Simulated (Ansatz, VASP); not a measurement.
# One calculation of ZrPt, two programs

The input INCAR:

```
SYSTEM = ZrPt
  ALGO = Normal
  EDIFF = 1E-8
  ENCUT = 520
  ISIF = 2
  ISMEAR = -1
  LASPH = .TRUE.
  LCHARG = .FALSE.
  LEFG = .TRUE.
  LREAL = .FALSE.
  LWAVE = .FALSE.
  NBANDS = 30
  NELM = 60
  PREC = Accurate
  SIGMA = 0.05
```

File KPOINTS:

```
k-points
0
G
  11 11 9
  0 0 0
```

POSCAR

```
ZrPt
1.0
    1.7166625600     -5.2034075150      0.0000000000
    1.7166625600      5.2034075150      0.0000000000
    0.0000000000      0.0000000000      4.2824315000
Zr Pt
2 2
Direct
    0.8587498400      0.1412501600      0.7500000000
    0.1412501600      0.8587498400      0.2500000000
    0.5922648800      0.4077351200      0.7500000000
    0.4077351200      0.5922648800      0.2500000000
```

Input for Ansatz:

```yaml
crystal:
  lattice:
    - [1.71666256, -5.203407515, 0.0]
    - [1.71666256, 5.203407515, 0.0]
    - [0.0, 0.0, 4.2824315]
  atoms:
    - { symbol: Zr, position: [0.85874984, 0.14125016, 0.75] }
    - { symbol: Zr, position: [0.14125016, 0.85874984, 0.25] }
    - { symbol: Pt, position: [0.59226488, 0.40773512, 0.75] }
    - { symbol: Pt, position: [0.40773512, 0.59226488, 0.25] }
kpoints:
  mp_grid: { grid: [11, 11, 9] }
  band_path:
    path:
      - [0.0, 0.0, 0.0]
      - [-0.5, 0.5, 0.0]
      - [-0.2772103545, 0.7227896455, 0.0]
      - [0.2772103545, 0.2772103545, 0.0]
      - [0.0, 0.0, 0.0]
      - [0.0, 0.0, 0.5]
      - [0.2772103545, 0.2772103545, 0.5]
      - [-0.2772103545, 0.7227896455, 0.5]
      - [-0.5, 0.5, 0.5]
    npoints: 8
scf:
  occupations: { method: fermi_dirac, width: 0.05 }
hamiltonian:
  xc: lda
  pseudopotentials: { kind: all_electron, datasets: crystal }
output:
  forces: true
  stress: true
  eigenvalues: true
  efg: { contact_densities: true }
```

Alike in both runs: task electric field gradients; functional LDA; k mesh 11 × 11 × 9; occupations fermi-dirac, width 0.05 eV; no spin polarisation.

|  | VASP | Ansatz |
| --- | --- | --- |
| version | VASP 6.6.1 | Ansatz 0.2.0 |
| potentials or method | VASP PAW LDA potentials, release 64 (Zr_sv, Pt), cutoff 520 eV | all-electron PAW with datasets made for the crystal, scalar-relativistic |

VASP gave:

```
pressure (GPa)                                                : -7.2
traceless stress, the component that is largest in VASP (GPa) : 0.82
rms of the force components (eV/Å)                            : 0.038
size of Vzz on the site where it differs most (V/Å²)          : 280.8
```

Estimate Ansatz's values.

pressure (GPa): -7.6; traceless stress, the component that is largest in VASP (GPa): 0.87; rms of the force components (eV/Å): 0.037; size of Vzz on the site where it differs most (V/Å²): 242.5.

LDA's correlation is that of Perdew and Zunger in VASP and of Perdew and Wang (1992) in Ansatz. Atom by atom the forces differ by 0.003 eV/Å (rms over components). Ansatz ran all-electron here, and VASP with PAW potentials.

Neither program's run includes spin-orbit coupling.
